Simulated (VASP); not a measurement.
Input of a VASP 6.6.1 run:

File INCAR:

```
  PREC = Accurate
  ENCUT = 520
  EDIFF = 1E-6
  ISMEAR = 0
  SIGMA = 0.1
  LREAL = False
  LASPH = True
  NELM = 80
  ALGO = Normal
  ISIF = 2
  LWAVE = False
  LCHARG = True
  LDIPOL = True
  IDIPOL = 3
  DIPOL = 0.5 0.5 0.344
  GGA = PS
  LELF = True
  LVHAR = True
  LVACPOTAV = True
  NBANDS = 38
```

File KPOINTS:

```
regular mesh
0
Gamma
  9 9 1
```

Contents of POSCAR:

```
Mo4N
1.0
    3.1294301619      0.0000000000      0.0000000000
    0.0000000000      3.1294301619      0.0000000000
    0.0000000000      0.0000000000     20.0433475232
Mo N
4 1
Direct
    0.5000000000      0.5000000000      0.1995674622
    0.0000000000      0.0000000000      0.2776340167
    0.5000000000      0.5000000000      0.3579998484
    0.0000000000      0.0000000000      0.4262435461
    0.3750000000      0.5000000000      0.4574428890
```

Potentials or basis: VASP PAW PBE potentials, release 64 (Mo_sv, N).

The run is started by

```bash
$ cat potpaw_PBE.64/Mo_sv/POTCAR potpaw_PBE.64/N/POTCAR > POTCAR
$ mpirun -np 1 vasp_std > vasp.out
```

Q: What does it give for the band gap on the k mesh?

A: Zero (an odd number of electrons rules out a gap without spin polarisation).

Q: What does it give for the largest force?

A: 4.612 eV/Å.

Forces in eV/Å, atoms in the order of the input:
```
Mo  -0.063  0.000  1.470
Mo   0.280  0.000 -1.533
Mo  -0.632  0.000 -4.569
Mo   0.455  0.000  4.590
N   -0.041  0.000  0.042
```

Caveat: the PAW data sets were made with another functional, which shifts forces and pressure a little.
